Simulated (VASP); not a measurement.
The system is CuO.

```
Cu O
1.0
     3.17550    0.00000    0.00000
     0.00000    3.17550    0.00000
     0.00000    0.00000    4.64953
Cu O
2 2
Direct
  0.00000 0.00000 0.00000
  0.50000 0.50000 0.00000
  0.50000 0.00000 0.26700
  0.00000 0.50000 0.73300
```

Base run:

| Property | Result |
| --- | --- |
| Program | VASP 6.6.1 |
| Functional | PBE |
| Potentials or basis | VASP PAW PBE potentials, release 64 (Cu, O) |
| Cutoff | 520 eV |
| k mesh | 8 × 8 × 6 |
| Occupations | fermi-dirac, width 0.05 eV |
| Spin | no spin polarisation |
| Hubbard terms | Cu d U = 5.3 eV |

Its results: band gap on the k mesh zero (band 17 reaches 2.96 eV, above the bottom of band 18 at 1.61 eV); pressure 11.3 GPa; largest force 1.139 eV/Å.

**Question.** After a change of settings the same cell gave: band gap on the k mesh zero (band 17 reaches 3.11 eV, above the bottom of band 18 at 1.88 eV); pressure 12.9 GPa; largest force 1.069 eV/Å. Which change was it?
A. hubbard terms from Cu d U = 5.3 eV to Cu d U = 1.0 eV
B. hubbard terms from Cu d U = 5.3 eV to Cu d U = 4.0 eV
C. hubbard terms from Cu d U = 5.3 eV to none
D. hubbard terms from Cu d U = 5.3 eV to none; further incar settings from ALGO = Normal; EDIFF = 1e-06; NBANDS = 25 to ALGO = Normal; EDIFF = 1e-08; NBANDS = 25

**Answer.** B.

Caveats: U without spin polarisation on a metal has little footing; forces of over 1 eV/Å act on the atoms, so gaps and moduli don't describe the material at rest.
